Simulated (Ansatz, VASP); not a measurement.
## Ni in VASP and in Ansatz

```
Ni
1.0
     3.11341    0.00000    0.00000
    -1.55671    2.69629    0.00000
     0.00000    0.00000    5.13713
Ni
4
Direct
  0.33333 0.66667 0.43750
  0.66667 0.33333 0.93750
  0.66667 0.33333 0.56250
  0.33333 0.66667 0.06250
```

Alike in both runs: task relaxation of cell and atoms; functional PBEsol; k mesh 6 × 6 × 4; occupations gaussian, width 0.1 eV; collinear spin.

|  | VASP | Ansatz |
| --- | --- | --- |
| version | VASP 6.6.1 | Ansatz 0.2.0 |
| potentials or method | VASP PAW PBE potentials, release 64 (Ni), cutoff 600 eV | scalar-relativistic, plane waves, PAW |
| valence electrons in the cell | 40 | 72 |

Ansatz gave:

* gap on the k mesh at the Fermi level, each at its own relaxed structure (eV): none
* net moment per atom (μB): 0.62
* size of the moment on the site where the two differ most (μB): 0.64
* relaxed volume (Å³/atom): 14.45
* relaxed length of the cell vector where the two differ most in proportion (Å): 3.832

Task: What did VASP give for the same quantities?

Result: gap on the k mesh at the Fermi level, each at its own relaxed structure (eV): none; net moment per atom (μB): 0.61; size of the moment on the site where the two differ most (μB): 0.62; relaxed volume (Å³/atom): 14.40; relaxed length of the cell vector where the two differ most in proportion (Å): 3.825.

VASP's potentials were made for PBE, not for PBEsol. Site moments also hang on the region over which each program counts them. A gap of «none» marks a metal or a gap that the smearing closes. VASP's potentials hold 40 valence electrons a cell and Ansatz's 72, so a difference there can come from the potentials and not from the codes. Ansatz's warnings: cell relax basis refresh.

The k mesh is coarse, so the values compare programs but aren't converged. Noted on VASP's run: the volume moved by over 15 % at a fixed basis, so the end points are rough.
